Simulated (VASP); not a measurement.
Here is a VASP 6.6.1 calculation.

The input INCAR:

```
SYSTEM = V
PREC = Accurate ; ENCUT = 520
EDIFF = 1E-6 ; ISMEAR = 0
SIGMA = 0.1 ; LREAL = .False.
LASPH = .True. ; NELM = 60
ALGO = Fast ; ISIF = 2
LWAVE = .False. ; LCHARG = .True.
GGA = PE ; LELF = .True.
LVHAR = .True. ; NBANDS = 20
```

The input KPOINTS:

```
regular mesh
0
Gamma
  16 16 12
  0 0 0
```

POSCAR

```
V
1.0
    1.8319472197      1.8319472197      0.0000000000
   -1.8319472197      1.8319472197      0.0000000000
    0.0000000000      0.0000000000      3.6638944394
V
2
Direct
    0.0000000000      0.0000000000      0.0000000000
    0.5000000000      0.5000000000      0.5000000000
```

Potentials or basis: VASP PAW PBE potentials, release 64 (V_sv).

Launch:

```console
$ cat potpaw_PBE.64/V_sv/POTCAR > POTCAR
$ mpirun -np 1 vasp_std > vasp.out
```

Q: Predict the pressure.

A: 27.6 GPa.

Q: Estimate the band gap on the k mesh.

A: Zero (band 13 reaches 14.82 eV, above the bottom of band 14 at 10.11 eV).

Caveat: the cell differs from its parent crystal (equal strain along all axes, cell held: -4.0 %).
